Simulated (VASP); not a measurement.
# CrCd7Te8 (F-43m) in VASP: single point with PBEsol+U

Aim: the single point of CrCd7Te8 with PBEsol+U.

All numbers are computed with VASP 6.6.1; they aren't measurements. Logs are shortened: lines on timing, memory, paths and dates and some standing lists are left out, and cuts for length are marked.

**1. The cell of the first run**

Symmetry: F-43m, No. 216, cubic system. The conventional cell has a = 12.960 Å, b = 12.960 Å, c = 12.960 Å, α = 90.00°, β = 90.00°, γ = 90.00°. Cr (site symmetry -43m) has 4 Te at 2.74 Å within 3.6 Å. Within 3.7 Å of Cd (site symmetry 2mm) lie 4 Te at 2.82 Å. Within 3.7 Å of Cd (site symmetry -43m) lie 4 Te at 2.81 Å. Within 3.6 Å of Te (site symmetry 3m) lie 1 Cr at 2.74 Å and 3 Cd at 2.82 Å. Within 3.7 Å of Te (site symmetry 3m) lie 4 Cd at 2.81 to 2.82 Å.

**2. Single point, PBEsol+U, collinear spin, ferromagnetic start**

File INCAR:

```
ALGO = Normal
EDIFF = 1E-6
ENCUT = 520
GGA = PS
ISIF = 2
ISMEAR = 0
ISPIN = 2
LASPH = True
LCHARG = False
LDAU = True
LDAUJ = 0 0 0
LDAUL = 2 -1 -1
LDAUPRINT = 1
LDAUTYPE = 2
LDAUU = 3 0 0
LMAXMIX = 4
LORBIT = 11
LREAL = Auto
LWAVE = False
MAGMOM = 4 0 0 0 0 0 0 0 0 0 0 0 0 0 0 0
NBANDS = 90
NELM = 150
PREC = Accurate
SIGMA = 0.05
```

File KPOINTS:

```
k-points
0
Gamma
  2 2 2
```

File POSCAR:

```
CrCd7Te8
1.0
    0.0000000000      6.4800000000      6.4800000000
    6.4800000000      0.0000000000      6.4800000000
    6.4800000000      6.4800000000      0.0000000000
Cr Cd Te
1 7 8
Direct
    0.0000000000      0.0000000000      1.0000000000
    0.0016470154      0.0016470154      0.4983529846
    0.0016470154      0.4983529846      0.0016470154
    0.0016470154      0.4983529846      0.4983529846
    0.4983529846      0.0016470154      0.0016470154
    0.4983529846      0.0016470154      0.4983529846
    0.4983529846      0.4983529846      0.0016470154
    0.5000000000      0.5000000000      0.5000000000
    0.1222220879      0.1222220879      0.1222220879
    0.1222220879      0.1222220879      0.6333337362
    0.1222220879      0.6333337362      0.1222220879
    0.1247385481      0.6250871506      0.6250871506
    0.6333337362      0.1222220879      0.1222220879
    0.6250871506      0.1247385481      0.6250871506
    0.6250871506      0.6250871506      0.1247385481
    0.6250871506      0.6250871506      0.6250871506
```

Potentials or basis: VASP PAW PBE potentials, release 64 (Cr_pv, Cd, Te).

On the command line:

```sh
$ cat potpaw_PBE.64/Cr_pv/POTCAR potpaw_PBE.64/Cd/POTCAR potpaw_PBE.64/Te/POTCAR > POTCAR
$ mpirun -np 1 vasp_std > vasp.out
```

OUTCAR:

```text
EDIFF = 1E-6
   ENCUT = 520
   GGA = PS
   ISIF = 2
   ISMEAR = 0
   ISPIN = 2
   LASPH = True
   LORBIT = 11
   LREAL = Auto
   NELM = 150
   PREC = Accurate

 ion  position               nearest neighbor table
   1  0.000  0.000  0.000-   9 2.74  10 2.74  11 2.74  13 2.74
   2  0.002  0.002  0.498-  10 2.82   9 2.82  12 2.82  14 2.82
   3  0.002  0.498  0.002-  11 2.82   9 2.82  12 2.82  15 2.82
   4  0.002  0.498  0.498-  10 2.82  11 2.82  12 2.82  16 2.82
   5  0.498  0.002  0.002-  13 2.82   9 2.82  14 2.82  15 2.82
   6  0.498  0.002  0.498-  10 2.82  13 2.82  14 2.82  16 2.82
[... 8 lines left out ...]
  15  0.625  0.625  0.125-   8 2.81   7 2.82   3 2.82   5 2.82
  16  0.625  0.625  0.625-   8 2.81   6 2.82   7 2.82   4 2.82

  LATTYP: Found a face centered cubic cell.
 ALAT       =    12.9600000000

  Lattice vectors:

 A1 = (   0.0000000000,   6.4800000000,   6.4800000000)
 A2 = (   6.4800000000,   0.0000000000,   6.4800000000)
 A3 = (   6.4800000000,   6.4800000000,   0.0000000000)

Analysis of symmetry for initial positions (statically):
=====================================================================
 Subroutine PRICEL returns:
 Original cell was already a primitive cell.

 Routine SETGRP: Setting up the symmetry group for a
 face centered cubic supercell.

 Subroutine GETGRP returns: Found 24 space group operations
 (whereof 24 operations were pure point group operations)
 out of a pool of 48 trial point group operations.

The static configuration has the point symmetry T_d .

Analysis of symmetry for dynamics (positions and initial velocities):
=====================================================================
 Subroutine PRICEL returns:
 Original cell was already a primitive cell.

 Routine SETGRP: Setting up the symmetry group for a
 face centered cubic supercell.

 Subroutine GETGRP returns: Found 24 space group operations
 (whereof 24 operations were pure point group operations)
 out of a pool of 48 trial point group operations.

The dynamic configuration has the point symmetry T_d .

Analysis of structural, dynamic, and magnetic symmetry:
=====================================================================
 Subroutine PRICEL returns:
 Original cell was already a primitive cell.

 Routine SETGRP: Setting up the symmetry group for a
 face centered cubic supercell.

 Subroutine GETGRP returns: Found 24 space group operations
 (whereof 24 operations were pure point group operations)
 out of a pool of 48 trial point group operations.

The overall configuration has the point symmetry T_d .

 Subroutine INISYM returns: Found 24 space group operations
 (whereof 24 operations are pure point group operations),
 and found     1 'primitive' translations

----------------------------------------------------------------------------------------

                                     Primitive cell

  volume of cell :     544.1956

  direct lattice vectors                    reciprocal lattice vectors
     0.000000000  6.480000000  6.480000000    -0.077160494  0.077160494  0.077160494
     6.480000000  0.000000000  6.480000000     0.077160494 -0.077160494  0.077160494
     6.480000000  6.480000000  0.000000000     0.077160494  0.077160494 -0.077160494

  length of vectors
     9.164103884  9.164103884  9.164103884     0.133645896  0.133645896  0.133645896

  position of ions in fractional coordinates (direct lattice)
     0.000000000  0.000000000  0.000000000
     0.001647015  0.001647015  0.498352985
     0.001647015  0.498352985  0.001647015
     0.001647015  0.498352985  0.498352985
     0.498352985  0.001647015  0.001647015
     0.498352985  0.001647015  0.498352985
[... 8 lines left out ...]
     0.625087151  0.625087151  0.124738548
     0.625087151  0.625087151  0.625087151

[... 97 lines left out ...]
   GGA     = PS    functional components
   LHFCALC =     F    Hartree Fock is set to
   AEXX    =    0.0000 exact exchange contribution
   IVDW    =     0    specifies the selected vdW correction
   LEPSILON=     F    determine dielectric tensor
   LRPA    =     F    only Hartree local field effects (RPA)
 spin polarized calculation
 Gauss-broadening in eV      SIGMA  =   0.05
  energy-cutoff  :      520.00
  volume of cell :      544.20
 maximum number of plane-waves:     14649
 NGX is ok and might be reduce to    70
   NGX = 35   NGY = 35   NGZ = 35

atom =   1  type =  1  l = 2

 onsite density matrix

spin component  1

  0.7601 -0.0000 -0.0000  0.0000  0.0000
 -0.0000  0.7601  0.0000  0.0000 -0.0000
 -0.0000  0.0000  0.8819 -0.0000 -0.0000
  0.0000  0.0000 -0.0000  0.7601  0.0000
  0.0000 -0.0000 -0.0000  0.0000  0.8819

spin component  2

  0.0433 -0.0000  0.0000 -0.0000 -0.0000
 -0.0000  0.0433 -0.0000 -0.0000  0.0000
  0.0000 -0.0000  0.0104  0.0000  0.0000
 -0.0000 -0.0000  0.0000  0.0433 -0.0000
 -0.0000  0.0000  0.0000 -0.0000  0.0104

 occupancies and eigenvectors

  o =  0.0104  v =  0.0000  0.0000  0.0000  0.0000  0.0000  0.0000 -0.0000 -0.0509  0.0000  0.9987      0.0000  0.0000  0.0000  0.0000  0.0000  0.0000  0.0000  0.0000  0.0000  0.0000
  o =  0.0104  v =  0.0000  0.0000  0.0000  0.0000  0.0000  0.0000  0.0000  0.9987  0.0000  0.0509      0.0000  0.0000  0.0000  0.0000  0.0000  0.0000  0.0000  0.0000  0.0000  0.0000
  o =  0.0433  v =  0.0000  0.0000  0.0000  0.0000  0.0000  0.0000  0.9990 -0.0000 -0.0438  0.0000      0.0000  0.0000  0.0000  0.0000  0.0000  0.0000  0.0000  0.0000  0.0000  0.0000
  o =  0.0433  v =  0.0000  0.0000  0.0000  0.0000  0.0000  0.0000  0.0438 -0.0000  0.9990 -0.0000      0.0000  0.0000  0.0000  0.0000  0.0000  0.0000  0.0000  0.0000  0.0000  0.0000
  o =  0.0433  v =  0.0000  0.0000  0.0000  0.0000  0.0000  1.0000  0.0000  0.0000  0.0000  0.0000      0.0000  0.0000  0.0000  0.0000  0.0000  0.0000  0.0000  0.0000  0.0000  0.0000
  o =  0.7601  v =  0.0000 -0.4190 -0.0000 -0.9080  0.0000  0.0000  0.0000  0.0000  0.0000  0.0000      0.0000  0.0000  0.0000  0.0000  0.0000  0.0000  0.0000  0.0000  0.0000  0.0000
  o =  0.7601  v =  1.0000  0.0000  0.0000  0.0000  0.0000  0.0000  0.0000  0.0000  0.0000  0.0000      0.0000  0.0000  0.0000  0.0000  0.0000  0.0000  0.0000  0.0000  0.0000  0.0000
  o =  0.7601  v =  0.0000  0.9080 -0.0000 -0.4190  0.0000  0.0000  0.0000  0.0000  0.0000  0.0000      0.0000  0.0000  0.0000  0.0000  0.0000  0.0000  0.0000  0.0000  0.0000  0.0000
  o =  0.8819  v =  0.0000 -0.0000  0.0000  0.0000  1.0000  0.0000  0.0000  0.0000  0.0000  0.0000      0.0000  0.0000  0.0000  0.0000  0.0000  0.0000  0.0000  0.0000  0.0000  0.0000
  o =  0.8819  v =  0.0000 -0.0000 -1.0000  0.0000  0.0000  0.0000  0.0000  0.0000  0.0000  0.0000      0.0000  0.0000  0.0000  0.0000  0.0000  0.0000  0.0000  0.0000  0.0000  0.0000

 number of electron     143.9999999 magnetization       4.0000079

 Free energy of the ion-electron system (eV)
  ---------------------------------------------------
  ext. energy  EPLUGINS =         0.00000000
  ---------------------------------------------------
  free energy    TOTEN  =       -49.31863192 eV

  energy without entropy =      -49.30522534  energy(sigma->0) =      -49.31192863

 E-fermi :   2.7035     XC(G=0):  -8.7393

 val. band max:        2.4560116609   @ k =   0.5000   0.5000   0.0000
 cond. band min:       2.7148122347   @ k =   0.5000   0.0000   0.0000
 fundamental gap:      0.2588005739
 Fermi energy:         2.7035469261

 spin component 1

 k-point     1 :       0.0000    0.0000    0.0000
  band No.  band energies     occupation
      1     -40.5507      1.00000
      2     -40.5507      1.00000
      3     -40.5507      1.00000
      4      -8.8338      1.00000
      5      -8.4303      1.00000
      6      -8.4178      1.00000
[... 250 lines left out ...]
     83       5.8960      0.00000
     84       6.4801      0.00000
 Fermi energy:         2.7035469261

 spin component 2

 k-point     1 :       0.0000    0.0000    0.0000
  band No.  band energies     occupation
      1     -36.6863      1.00000
      2     -36.6863      1.00000
      3     -36.6863      1.00000
      4      -8.8502      1.00000
      5      -8.4480      1.00000
      6      -8.4352      1.00000
[... 250 lines left out ...]
     83       6.5155      0.00000
     84       6.9460      0.00000
 [bands above 84 left out]

------------------------ aborting loop because EDIFF is reached ----------------------------------------

  FORCE on cell =-STRESS in cart. coord.  units (eV):
  Direction    XX          YY          ZZ          XY          YZ          ZX
  --------------------------------------------------------------------------------------
  -------------------------------------------------------------------------------------
  Total       -0.2482917     -0.2482917     -0.2482917      0.0000000      0.0000000      0.0000000
  in kB       -0.7310006     -0.7310006     -0.7310006      0.0000000      0.0000000      0.0000000
  external PRESSURE =      -0.7310006 kB  Pullay stress =       0.0000000 kB

 VOLUME and BASIS-vectors are now :
 -----------------------------------------------------------------------------
  energy-cutoff  :      520.00
  volume of cell :      544.20
      direct lattice vectors                 reciprocal lattice vectors
     0.000000000  6.480000000  6.480000000    -0.077160494  0.077160494  0.077160494
     6.480000000  0.000000000  6.480000000     0.077160494 -0.077160494  0.077160494
     6.480000000  6.480000000  0.000000000     0.077160494  0.077160494 -0.077160494

 POSITION                                       TOTAL-FORCE (eV/Angst)
 -----------------------------------------------------------------------------------
      0.00000      0.00000      0.00000        -0.000000     -0.000000      0.000000
      3.24000      3.24000      0.02135        -0.000000     -0.000000     -0.006103
      3.24000      0.02135      3.24000        -0.000000     -0.006103      0.000000
      6.45865      3.24000      3.24000         0.006103     -0.000000      0.000000
      0.02135      3.24000      3.24000        -0.006103     -0.000000      0.000000
      3.24000      6.45865      3.24000        -0.000000      0.006103      0.000000
[... 8 lines left out ...]
      4.85887      4.85887      8.10113        -0.011916     -0.011916      0.011916
      8.10113      8.10113      8.10113         0.011916      0.011916      0.011916
 -----------------------------------------------------------------------------------
    total drift:                               -0.000001     -0.000001     -0.000001

  FREE ENERGIE OF THE ION-ELECTRON SYSTEM (eV)
  ---------------------------------------------------
  free  energy   TOTEN  =       -49.3186319180 eV

  energy  without entropy=      -49.3052253416  energy(sigma->0) =      -49.31192863

 total charge

# of ion       s       p       d       tot
------------------------------------------
    1        0.227   6.155   4.174  10.556
    2        0.468   0.314   9.527  10.310
    3        0.468   0.314   9.527  10.310
    4        0.468   0.314   9.527  10.310
    5        0.468   0.314   9.527  10.310
    6        0.468   0.314   9.527  10.310
[... 8 lines left out ...]
   15        1.347   2.055   0.020   3.422
   16        1.347   2.055   0.020   3.422
--------------------------------------------------
tot         14.288  24.783  71.039 110.110

 magnetization (x)

# of ion       s       p       d       tot
------------------------------------------
    1        0.039   0.035   3.879   3.953
    2        0.006   0.001  -0.003   0.004
    3        0.006   0.001  -0.003   0.004
    4        0.006   0.001  -0.003   0.004
    5        0.006   0.001  -0.003   0.004
    6        0.006   0.001  -0.003   0.004
[... 8 lines left out ...]
   15        0.000  -0.007   0.000  -0.007
   16        0.000  -0.007   0.000  -0.007
--------------------------------------------------
tot          0.067  -0.309   3.884   3.642
```

Wall time 8.4 min (1 thread of Intel Xeon Platinum 8488C (Sapphire Rapids), shared host); peak memory 1.1 GiB.

What came out:

```yaml
Free_energy: -49.3186 eV
Pressure: -0.1 GPa
Largest_force: 0.056 eV/Å
Band_gap_on_the_k_mesh: zero (filled and empty bands overlap)
Net_moment: 4.00 μB per cell
Site_moments: Cr +3.95; Cd +0.00, -0.00 (each value once); Te -0.08, -0.01 (each value once) μB
Valence_electrons_inside_the_program's_atomic_spheres: Cr 10.56; Cd 10.31, 10.32 (each value once); Te 3.42
```

Forces on the atoms (eV/Å):
```
Cr   0.000  0.000  0.000
Cd   0.000  0.000 -0.006
Cd   0.000 -0.006  0.000
Cd   0.006  0.000  0.000
Cd  -0.006  0.000  0.000
Cd   0.000  0.006  0.000
Cd   0.000  0.000  0.006
Cd   0.000  0.000  0.000
Te  -0.032 -0.032 -0.032
Te   0.032  0.032 -0.032
Te   0.032 -0.032  0.032
Te   0.012 -0.012 -0.012
Te  -0.032  0.032  0.032
Te  -0.012  0.012 -0.012
Te  -0.012 -0.012  0.012
Te   0.012  0.012  0.012
```

Levels at points of the mesh, in eV from the Fermi level:
Spin up:
```tsv
k point	band 71	band 72	band 73	band 74	band 75	band 76
(0.00, 0.00, 0.00)	-0.76	-0.76	0.25	0.25	0.25	0.37
(0.50, 0.00, 0.00)	-0.84	-0.74	-0.74	0.01	0.01	1.55
(0.50, 0.50, 0.00)	-1.14	-0.84	-0.84	-0.25	-0.25	2.54
```
Spin down:
```tsv
k point	band 68	band 69	band 70	band 71	band 72	band 73
(0.00, 0.00, 0.00)	-0.53	-0.53	-0.53	0.42	1.34	1.34
(0.50, 0.00, 0.00)	-1.04	-0.82	-0.82	1.52	1.72	2.19
(0.50, 0.50, 0.00)	-1.24	-1.24	-1.17	2.33	2.37	2.66
```

Eigenvalues of the final occupation matrices:
| site | spin | trace | eigenvalues |
| --- | --- | --- | --- |
| site 1 d | 1 | 4.04 | 0.76 0.76 0.76 0.88 0.88 |
| site 1 d | 2 | 0.15 | 0.01 0.01 0.04 0.04 0.04 |

Caveat: the k points lie up to 0.42 Å⁻¹ apart; the PAW data sets were made with another functional, which shifts forces and pressure a little; spin-orbit coupling is left out, which moves the levels of the heavy elements; a cell with one magnetic atom can't hold antiferromagnetic order, which such compounds often take; the U is typed as a test and isn't derived for this compound.

The gap in the log of VASP goes by the Fermi energy; the results here count the filled bands.